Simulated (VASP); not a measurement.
A run of VASP 6.6.1 is set up as follows.

The input INCAR:

```
PREC     = Accurate       # precision mode
ENCUT    = 520            # plane-wave cutoff, eV
EDIFF    = 1E-7           # SCF threshold, eV
ISMEAR   = -1             # smearing method
SIGMA    = 0.02           # smearing width, eV
LREAL    = F              # projectors in reciprocal space
LASPH    = T              # aspherical terms in the spheres
NELM     = 60             # most SCF steps
ALGO     = Normal         # electronic algorithm
ISIF     = 2              # what is computed and relaxed
LWAVE    = F              # write WAVECAR
LCHARG   = F              # write CHGCAR
GGA      = PE             # functional
NBANDS   = 18             # bands
```

KPOINTS

```
Automatic mesh
0
Gamma
  6 6 6
```

POSCAR

```
HfO2
1.0
    0.0000000000      2.5350000000      2.5350000000
    2.5350000000      0.0000000000      2.5350000000
    2.5350000000      2.5350000000      0.0000000000
Hf O
1 2
Direct
    0.0000000000      0.0000000000      0.0000000000
    0.2500000000      0.2500000000      0.2500000000
    0.7500000000      0.7500000000      0.7500000000
```

Potentials or basis: VASP PAW PBE potentials, release 64 (Hf_pv, O).

Run with:

```bash
$ cat potpaw_PBE.64/Hf_pv/POTCAR potpaw_PBE.64/O/POTCAR > POTCAR
$ mpirun -np 1 vasp_std > vasp.out
```

(1) What does it give for the pressure?

(2) Estimate the band gap on the k mesh.

## Answers

(1) 0.4 GPa.

(2) 3.80 eV.

Caveat: spin-orbit coupling is left out, which moves the levels of the heavy elements.
